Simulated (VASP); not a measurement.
Crystal: Sn.

```
Sn
1.0
     0.00000    3.24560    3.24560
     3.24560    0.00000    3.24560
     3.24560    3.24560    0.00000
Sn
2
Direct
  0.50000 0.50000 0.50000
  0.75000 0.75000 0.75000
```

This isn't the form of Sn at room conditions, which is tetragonal (white tin).

```yaml
Program: VASP 6.6.1
Task: relaxation of cell and atoms
Functional: PBE
Dispersion: D3(BJ)
Potentials_or_basis: VASP PAW PBE potentials, release 64 (Sn_d)
Cutoff: 600 eV
k_mesh: 12 × 12 × 12
Occupations: gaussian, width 0.1 eV
Spin: no spin polarisation
```

At the start: pressure 1.6 GPa; volume 34.19 Å³/atom.

**Question.** Where does the relaxation end?

**Answer.** Over 6 steps the energy falls by 6.2 meV/atom and the volume is 35.48 Å³/atom (+3.8 %); space group Fd-3m (No. 227, to 0.1 Å) before and after.

The path:
| step | energy change (eV) | largest force (eV/Å) | pressure (GPa) | volume (Å³) |
| --- | --- | --- | --- | --- |
| 1 | 0.0000 | 0.0000 | 1.60 | 68.38 |
| 2 | -0.0111 | 0.0000 | -0.46 | 71.82 |
| 3 | -0.0124 | 0.0000 | 0.07 | 70.95 |
| 4 | -0.0123 | 0.0000 | -0.05 | 71.06 |
| 5 | -0.0124 | 0.0000 | -0.02 | 71.01 |
| 6 | -0.0124 | 0.0000 | 0.00 | 70.96 |

Final structure:
```
Sn
1.0
     0.00000    3.28588    3.28588
     3.28588    0.00000    3.28588
     3.28588    3.28588    0.00000
Sn
2
Direct
  0.50000 0.50000 0.50000
  0.75000 0.75000 0.75000
```
